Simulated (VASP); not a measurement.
Crystal: LiTbH4.

```xyz
6
Lattice="3.2084 0.0000 0.0000 -1.6042 2.7786 0.0000 0.0000 0.0000 6.5221" Properties=species:S:1:pos:R:3 pbc="T T T"
Li    0.0000    0.0000    0.0000
Tb    0.0000    0.0000    3.2610
H     0.0000    1.8524    4.9541
H     0.0000    1.8524    1.5680
H     1.6042    0.9262    4.9541
H     1.6042    0.9262    1.5680
```

The cell was built from a structure type or drawn by symmetry, and may not be a known phase.

```yaml
Program: VASP 6.6.1
Task: relaxation of cell and atoms
Functional: PBE
Potentials_or_basis: VASP PAW PBE potentials, release 64 (Li_sv, Tb_3, H), 4f in core
Cutoff: 750 eV
k_mesh: 6 × 6 × 4
Occupations: gaussian, width 0.1 eV
Spin: no spin polarisation
```

At the start: pressure -2.4 GPa; volume 9.69 Å³/atom.

Where does the relaxation end?

Over 11 steps the energy falls by 185.8 meV/atom and the volume is 9.82 Å³/atom (+1.4 %); space group P6/mmm (No. 191, to 0.1 Å) before and after.

The path:
| step | energy change (eV) | largest force (eV/Å) | pressure (GPa) | volume (Å³) |
| --- | --- | --- | --- | --- |
| 1 | 0.0000 | 0.5810 | -2.43 | 58.14 |
| 2 | -0.5632 | 0.6208 | -1.98 | 56.79 |
| 3 | -0.4989 | 0.0925 | 4.09 | 51.31 |
| 4 | -0.9453 | 0.4200 | -0.21 | 54.47 |
| 5 | -0.9485 | 0.3898 | 0.10 | 54.19 |
| 6 | -0.9880 | 0.3135 | 0.73 | 54.16 |
| 7 | -1.0544 | 0.0742 | 2.91 | 54.06 |
| 8 | -1.0586 | 0.0076 | 3.68 | 54.03 |
| 9 | -1.0917 | 0.0010 | 2.20 | 55.71 |
| 10 | -1.1146 | 0.0112 | -0.53 | 59.43 |
| 11 | -1.1151 | 0.0095 | -0.20 | 58.95 |

Final structure:
```xyz
6
Lattice="3.4229 0.0000 0.0000 -1.7115 2.9644 0.0000 0.0000 0.0000 5.8096" Properties=species:S:1:pos:R:3 pbc="T T T"
Li    0.0000    0.0000    0.0000
Tb    0.0000    0.0000    2.9048
H     0.0000    1.9762    4.1468
H     0.0000    1.9762    1.6628
H     1.7115    0.9881    4.1468
H     1.7115    0.9881    1.6628
```

Caveat: the k points lie up to 0.35 Å⁻¹ apart in the final cell, too coarse for converged energies and pressures of a metal.
